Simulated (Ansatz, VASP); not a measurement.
**Two plane-wave programs on AlGaN2**

```
Al Ga N
1.0
     3.10070    0.00000    0.00000
     0.00000    3.10070    0.00000
     0.00000    0.00000    4.77911
Al Ga N
1 1 2
Direct
  0.50000 0.50000 0.50000
  0.00000 0.00000 0.00000
  0.50000 0.00000 0.74125
  0.00000 0.50000 0.25875
```

Alike in both runs: functional LDA; k mesh 8 × 8 × 6; occupations gaussian, width 0.05 eV; no spin polarisation.

Ansatz relaxed the structure, and its values are those at the end. VASP's run is a single point on that final structure, the one shown.

|  | VASP | Ansatz |
| --- | --- | --- |
| version | VASP 6.6.1 | Ansatz 0.2.0 |
| potentials or method | VASP PAW LDA potentials, release 64 (Al, Ga_d, N), cutoff 520 eV | scalar-relativistic, plane waves, PAW |
| valence electrons in the cell | 26 | 26 |

|  | VASP | Ansatz | Ansatz less VASP |
| --- | --- | --- | --- |
| gap on the k mesh at the Fermi level (eV) | 2.31 | 2.30 | -0.008 |
| least direct gap on the mesh (eV) | 2.31 | 2.30 | -0.008 |
| pressure (GPa) | -13.3 | -13.9 | -0.64 |
| rms of the force components (eV/Å) | 0.012 | 0.000 | -0.0123 |

Ansatz warns that its potentials were made for another functional, while VASP's fit it. LDA's correlation is that of Perdew and Zunger in VASP and of Perdew and Wang (1992) in Ansatz. Ansatz's warnings: stress scf threshold loose.
